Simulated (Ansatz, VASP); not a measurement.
**Two plane-wave programs on Si2Ni**

The input INCAR:

```
SYSTEM = Si2Ni
ALGO = Normal
EDIFF = 1E-6
EDIFFG = -0.002
ENCUT = 600
IBRION = 2
ISIF = 3
ISMEAR = 0
LASPH = .TRUE.
LCHARG = .FALSE.
LREAL = .FALSE.
LWAVE = .FALSE.
NELM = 80
NSW = 100
PREC = Accurate
SIGMA = 0.1
```

Contents of KPOINTS:

```
k-points
0
G
  16 16 16
  0 0 0
```

POSCAR

```
Si2Ni
1.0
    0.0000000000      2.7030000000      2.7030000000
    2.7030000000      0.0000000000      2.7030000000
    2.7030000000      2.7030000000      0.0000000000
Si Ni
2 1
Direct
    0.2500000000      0.2500000000      0.2500000000
    0.7500000000      0.7500000000      0.7500000000
    0.0000000000      0.0000000000      0.0000000000
```

Input for Ansatz:

```yaml
crystal:
  lattice:
    - [0.0, 2.703, 2.703]
    - [2.703, 0.0, 2.703]
    - [2.703, 2.703, 0.0]
  atoms:
    - { symbol: Si, position: [0.25, 0.25, 0.25] }
    - { symbol: Si, position: [0.75, 0.75, 0.75] }
    - { symbol: Ni, position: [0.0, 0.0, 0.0] }
scf:
  occupations: { method: gaussian, width: 0.1 }
output:
  forces: true
  stress: true
  eigenvalues: true
  write_density: true
  write_potential: true
  elf: true
  volumetric_format: npy
hamiltonian:
  xc: lda
kpoints:
  mp_grid: { grid: [16, 16, 16] }
basis:
  ecutwfc: 520
relax:
  f_tol: 0.002
  max_steps: 80
  cell: { stress_tol: 0.03 }
```

Alike in both runs: task relaxation of cell and atoms; functional LDA; k mesh 16 × 16 × 16; occupations gaussian, width 0.1 eV; no spin polarisation.

```csv
,VASP,Ansatz
version,VASP 6.6.1,Ansatz 0.2.0
potentials or method,"VASP PAW LDA potentials, release 64 (Si, Ni), cutoff 600 eV","scalar-relativistic, plane waves, PAW"
valence electrons in the cell,18,26
```

|  | VASP | Ansatz | Ansatz less VASP |
| --- | --- | --- | --- |
| gap on the k mesh at the Fermi level, each at its own relaxed structure (eV) | none | none | - |
| relaxed volume (Å³/atom) | 12.77 | 12.76 | -0.016 |
| relaxed cell length with the largest relative difference (Å) | 3.784 | 3.783 | -0.0015 |

LDA's correlation is that of Perdew and Zunger in VASP and of Perdew and Wang (1992) in Ansatz. A gap of «none» marks a metal or a gap that the smearing closes. VASP's potentials hold 18 valence electrons a cell and Ansatz's 26, so a difference there can come from the potentials and not from the codes.
